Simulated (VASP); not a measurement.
# ZrH (I-4m2) in VASP: single point with PBEsol

Aim: the single point of ZrH with PBEsol.

Everything below comes from runs of VASP 6.6.1. Logs are shortened: lines on timing, memory, paths and dates and some standing lists are left out, and cuts for length are marked.

### 1 The cell of the first run

Symmetry: I-4m2, No. 119, tetragonal system. Conventional cell: a = 3.288 Å, b = 3.288 Å, c = 5.009 Å, α = 90.00°, β = 90.00°, γ = 90.00°. Zr (site symmetry -4m2) has 4 H at 2.07 Å within 2.7 Å. Within 2.7 Å of H (site symmetry -4m2) lie 4 Zr at 2.07 Å.

### 2 Single point, PBEsol

Contents of INCAR:

```
SYSTEM = ZrH
PREC = Accurate
ENCUT = 520
EDIFF = 1E-6
ISMEAR = -1
SIGMA = 0.05
LREAL = .FALSE.
LASPH = .TRUE.
NELM = 60
ALGO = Normal
ISIF = 2
LWAVE = .FALSE.
LCHARG = .TRUE.
GGA = PS
LELF = .TRUE.
LVHAR = .TRUE.
NBANDS = 14
```

Contents of KPOINTS:

```
regular mesh
0
G
  12 12 12
  0 0 0
```

Contents of POSCAR:

```
ZrH
1.0
   -1.6439080000      1.6439080000      2.5043990000
    1.6439080000     -1.6439080000      2.5043990000
    1.6439080000      1.6439080000     -2.5043990000
Zr H
1 1
Direct
    0.0000000000      0.0000000000      0.0000000000
    0.7500000000      0.2500000000      0.5000000000
```

Potentials or basis: VASP PAW PBE potentials, release 64 (Zr_sv, H).

Run with:

```bash
cat potpaw_PBE.64/Zr_sv/POTCAR potpaw_PBE.64/H/POTCAR > POTCAR
mpirun -np 1 vasp_std > vasp.out
```

OUTCAR:

```text
SYSTEM = ZrH
   PREC = Accurate
   ENCUT = 520
   EDIFF = 1E-6
   ISMEAR = -1
   LREAL = .FALSE.
   LASPH = .TRUE.
   NELM = 60
   ISIF = 2
   GGA = PS

 ion  position               nearest neighbor table
   1  0.000  0.000  0.000-   2 2.07   2 2.07   2 2.07   2 2.07
   2  0.750  0.250  0.500-   1 2.07   1 2.07   1 2.07   1 2.07

  LATTYP: Found a body centered tetragonal cell.
 ALAT       =     3.2878160000
 C/A-ratio  =     1.5234423094

  Lattice vectors:

 A1 = (  -1.6439080000,   1.6439080000,   2.5043990000)
 A2 = (   1.6439080000,  -1.6439080000,   2.5043990000)
 A3 = (   1.6439080000,   1.6439080000,  -2.5043990000)

Analysis of symmetry for initial positions (statically):
=====================================================================
 Subroutine PRICEL returns:
 Original cell was already a primitive cell.

 Routine SETGRP: Setting up the symmetry group for a
 body centered tetragonal supercell.

 Subroutine GETGRP returns: Found  8 space group operations
 (whereof  8 operations were pure point group operations)
 out of a pool of 16 trial point group operations.

The static configuration has the point symmetry D_2d.

Analysis of symmetry for dynamics (positions and initial velocities):
=====================================================================
 Subroutine PRICEL returns:
 Original cell was already a primitive cell.

 Routine SETGRP: Setting up the symmetry group for a
 body centered tetragonal supercell.

 Subroutine GETGRP returns: Found  8 space group operations
 (whereof  8 operations were pure point group operations)
 out of a pool of 16 trial point group operations.

The dynamic configuration has the point symmetry D_2d.

 Subroutine INISYM returns: Found  8 space group operations
 (whereof  8 operations are pure point group operations),
 and found     1 'primitive' translations

----------------------------------------------------------------------------------------

                                     Primitive cell

  volume of cell :      27.0719

  direct lattice vectors                    reciprocal lattice vectors
    -1.643908000  1.643908000  2.504399000     0.000000000  0.304153274  0.199648698
[... 85 lines left out ...]
   NELM   =     60;   NELMIN=  2; NELMDL= -5     # of ELM steps
   EDIFF  = 0.1E-05   stopping-criterion for ELM
   LREAL  =      F    real-space projection
[... 7 lines left out ...]
   TEBEG  =    0.0;   TEEND  =   0.0 temperature during run
   PSTRESS=    0.0 pullay stress
   NELECT =      13.0000    total number of electrons
   NUPDOWN=      -1.0000    fix difference up-down
   EMIN   =  10.00;   EMAX   =-10.00  energy-range for DOS
   EFERMI =   0.00;   METHOD = LEGACY
   ISMEAR =    -1;   SIGMA  =   0.05  broadening in eV -4-tet -1-fermi 0-gaus
   EFERMI_NEDOS =   21; number of points for ismear=-14 and -15
   IALGO  =     38    algorithm
   IMIX   =      4    mixing-type and parameters
     AMIX     =   0.40;   BMIX     =  1.00
     AMIX_MAG =   1.60;   BMIX_MAG =  1.00
  volume/ion in A,a.u.               =      13.54        91.35
  Fermi-wavevector in a.u.,A,eV,Ry     =   1.281985  2.422601 22.360995  1.643487
  Thomas-Fermi vector in A             =   2.414323
   LORBIT       =      0    0 simple, 1 ext, 2 COOP (PROOUT), +10 PAW based schemes
   GGA     = PS    functional components
   LHFCALC =     F    Hartree Fock is set to
   AEXX    =    0.0000 exact exchange contribution
   IVDW    =     0    specifies the selected vdW correction
   LEPSILON=     F    determine dielectric tensor
   LRPA    =     F    only Hartree local field effects (RPA)
 non-spin polarized calculation
  energy-cutoff  :      520.00
  volume of cell :       27.07
 maximum number of plane-waves:       745
 NGX is ok and might be reduce to    28
   NGX = 13   NGY = 13   NGZ = 13

 number of electron      12.9999999 magnetization

 Free energy of the ion-electron system (eV)
  ---------------------------------------------------
  ext. energy  EPLUGINS =         0.00000000
  ---------------------------------------------------
  free energy    TOTEN  =       -13.11599132 eV

  energy without entropy =      -13.10453060  energy(sigma->0) =      -13.11026096

 E-fermi :   7.5388     XC(G=0): -10.9892

 val. band max:        7.5376995696   @ k =   0.3333   0.3333   0.1667
 cond. band min:       7.5466583022   @ k =   0.4167   0.3333   0.0000
 fundamental gap:      0.0089587326
 Fermi energy:         7.5387995216

 k-point     1 :       0.0000    0.0000    0.0000
  band No.  band energies     occupation
      1     -41.2255      2.00000
      2     -18.9640      2.00000
      3     -18.9365      2.00000
      4     -18.9365      2.00000
      5      -0.2479      2.00000
      6       7.7246      0.04754
      7       8.3573      0.00000
      8       8.3573      0.00000
      9       9.8594      0.00000
     10      10.8859      0.00000
     11      11.6486      0.00000
     12      19.9497      0.00000
     13      21.4886      0.00000
     14      21.4886      0.00000
[... 377 lines left out ...]
      1     -41.1451      2.00000
      2     -19.4824      2.00000
      3     -19.0936      2.00000
      4     -19.0738      2.00000
      5       1.7397      2.00000
      6       6.2141      2.00000
      7       7.8026      0.01017
      8       8.7511      0.00000
      9      11.0978      0.00000
     10      11.8085      0.00000
     11      15.6952      0.00000
     12      16.6757      0.00000
     13      19.8432      0.00000
     14      20.9133      0.00000

 [... further k-points ...]

------------------------ aborting loop because EDIFF is reached ----------------------------------------

  FORCE on cell =-STRESS in cart. coord.  units (eV):
  Direction    XX          YY          ZZ          XY          YZ          ZX
  --------------------------------------------------------------------------------------
  -------------------------------------------------------------------------------------
  Total       -0.7184986     -0.7184986     -0.7658462      0.0000000     -0.0000000      0.0000000
  in kB      -42.5224219    -42.5224219    -45.3245610      0.0000000     -0.0000000      0.0000000
  external PRESSURE =     -43.4564683 kB  Pullay stress =       0.0000000 kB

 VOLUME and BASIS-vectors are now :
 -----------------------------------------------------------------------------
  energy-cutoff  :      520.00
  volume of cell :       27.07
      direct lattice vectors                 reciprocal lattice vectors
    -1.643908000  1.643908000  2.504399000     0.000000000  0.304153274  0.199648698
     1.643908000 -1.643908000  2.504399000     0.304153274  0.000000000  0.199648698
     1.643908000  1.643908000 -2.504399000     0.304153274  0.304153274  0.000000000

 POSITION                                       TOTAL-FORCE (eV/Angst)
 -----------------------------------------------------------------------------------
      0.00000      0.00000      0.00000        -0.000000      0.000000      0.000000
     -0.00000      1.64391      1.25220         0.000000     -0.000000     -0.000000
 -----------------------------------------------------------------------------------
    total drift:                               -0.000000      0.000000     -0.000000

  FREE ENERGIE OF THE ION-ELECTRON SYSTEM (eV)
  ---------------------------------------------------
  free  energy   TOTEN  =       -13.1159913234 eV

  energy  without entropy=      -13.1045305991  energy(sigma->0) =      -13.11026096
```

stdout:

```text
POSCAR found type information on POSCAR ZrH
 POSCAR found :  2 types and       2 ions
 scaLAPACK will be used
 -----------------------------------------------------------------------------
|                                                                             |
|                                                                             |
|     You enforced a specific xc type in the INCAR file but a different       |
|     I HOPE YOU KNOW WHAT YOU ARE DOING!                                     |
|                                                                             |
 -----------------------------------------------------------------------------

 LDA part: xc-table for (Slater+PW92), standard interpolation
 POSCAR, INCAR and KPOINTS ok, starting setup
 FFT: planning ... GRIDC
 FFT: planning ... GRID_SOFT
 FFT: planning ... GRID
 WAVECAR not read
 entering main loop
```

It took 1.8 min on 1 thread of Intel Xeon 8259CL, shared host; peak memory 0.2 GiB.

Results:

```yaml
Free_energy: -13.1160 eV
Pressure: -4.3 GPa
Band_gap_on_the_k_mesh: zero (an odd number of electrons rules out a gap without spin polarisation)
```

Levels at points of the mesh, in eV from the Fermi level:
| k point | band 2 | band 3 | band 4 | band 5 | band 6 | band 7 | band 8 | band 9 | band 10 | band 11 |
| --- | --- | --- | --- | --- | --- | --- | --- | --- | --- | --- |
| (0.00, 0.00, 0.00) | -26.50 | -26.48 | -26.48 | -7.79 | 0.19 | 0.82 | 0.82 | 2.32 | 3.35 | 4.11 |
| (0.50, 0.00, 0.00) | -27.14 | -26.61 | -26.53 | -5.94 | -0.40 | 0.24 | 0.96 | 4.14 | 4.48 | 6.69 |
| (0.50, 0.50, 0.00) | -27.11 | -26.78 | -26.69 | -5.39 | -2.61 | 0.76 | 4.24 | 4.30 | 5.01 | 7.53 |
| (0.50, 0.50, 0.50) | -27.11 | -26.65 | -26.65 | -5.25 | -2.69 | 0.05 | 4.48 | 4.61 | 4.61 | 8.61 |

Caveat: the cell stands under tension; the PAW data sets were made with another functional, which shifts forces and pressure a little.
